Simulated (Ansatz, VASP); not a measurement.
# Au in VASP and in Ansatz

POSCAR

```
Au
1.0
    1.4113099650     -2.5559330250      0.0000000000
    1.4113099650      2.5559330250      0.0000000000
    0.0000000000      0.0000000000      4.8931696100
Au
2
Direct
    0.6653279700      0.3346720300      0.2500000000
    0.3346720300      0.6653279700      0.7500000000
```

Contents of INCAR.step1:

```
PREC     = Accurate       # precision mode
ENCUT    = 520            # plane-wave cutoff, eV
ISMEAR   = 0              # smearing method
SIGMA    = 0.1            # smearing width, eV
LREAL    = F              # projectors in reciprocal space
LASPH    = T              # aspherical terms in the spheres
NELM     = 60             # most SCF steps
NBANDS   = 18             # bands
GGA      = PE             # functional
ALGO     = Normal         # electronic algorithm
EDIFF    = 1E-4           # SCF threshold, eV
LWAVE    = T              # write WAVECAR
LCHARG   = F              # write CHGCAR
```

INCAR.step2

```
PREC     = Accurate       # precision mode
ENCUT    = 520            # plane-wave cutoff, eV
EDIFF    = 1E-7           # SCF threshold, eV
ISMEAR   = 0              # smearing method
SIGMA    = 0.1            # smearing width, eV
LREAL    = F              # projectors in reciprocal space
LASPH    = T              # aspherical terms in the spheres
NELM     = 60             # most SCF steps
ALGO     = Normal         # electronic algorithm
ISIF     = 2              # what is computed and relaxed
LWAVE    = F              # write WAVECAR
LCHARG   = F              # write CHGCAR
METAGGA  = R2SCAN         # meta-GGA
LMIXTAU  = T            
NBANDS   = 18             # bands
ISTART   = 1
```

The input KPOINTS:

```
regular mesh
0
Gamma
  8 8 6
```

Input for Ansatz:

```yaml
crystal:
  lattice:
    - [1.411309965, -2.555933025, 0.0]
    - [1.411309965, 2.555933025, 0.0]
    - [0.0, 0.0, 4.89316961]
  atoms:
    - { symbol: Au, position: [0.66532797, 0.33467203, 0.25] }
    - { symbol: Au, position: [0.33467203, 0.66532797, 0.75] }
basis:
  ecutwfc: 500
kpoints:
  mp_grid: { grid: [8, 8, 6] }
hamiltonian:
  xc: r2scan
scf:
  occupations: { method: gaussian, width: 0.1 }
output:
  forces: true
  stress: true
  eigenvalues: true
```

Alike in both runs: task single point; functional r2SCAN; k mesh 8 × 8 × 6; occupations gaussian, width 0.1 eV; no spin polarisation.

|  | VASP | Ansatz |
| --- | --- | --- |
| version | VASP 6.6.1 | Ansatz 0.2.0 |
| potentials or method | VASP PAW PBE potentials, release 64 (Au), cutoff 520 eV | scalar-relativistic, plane waves, PAW |
| valence electrons in the cell | 22 | 38 |

VASP gave:

- gap on the k mesh at the Fermi level (eV): none
- pressure (GPa): 0.3
- traceless stress, the component that is largest in VASP (GPa): 2.96
- rms of the force components (eV/Å): 0.003

Q: Estimate Ansatz's values.

A: gap on the k mesh at the Fermi level (eV): none; pressure (GPa): 0.0; traceless stress, the component that is largest in VASP (GPa): 3.00; rms of the force components (eV/Å): 0.003.

VASP's potentials were made for PBE, not for r2SCAN. Atom by atom the forces differ by 0.001 eV/Å (rms over components). A gap of «none» marks a metal or a gap that the smearing closes. VASP's potentials hold 22 valence electrons a cell and Ansatz's 38, so a difference there can come from the potentials and not from the codes.

Neither program's run includes spin-orbit coupling.
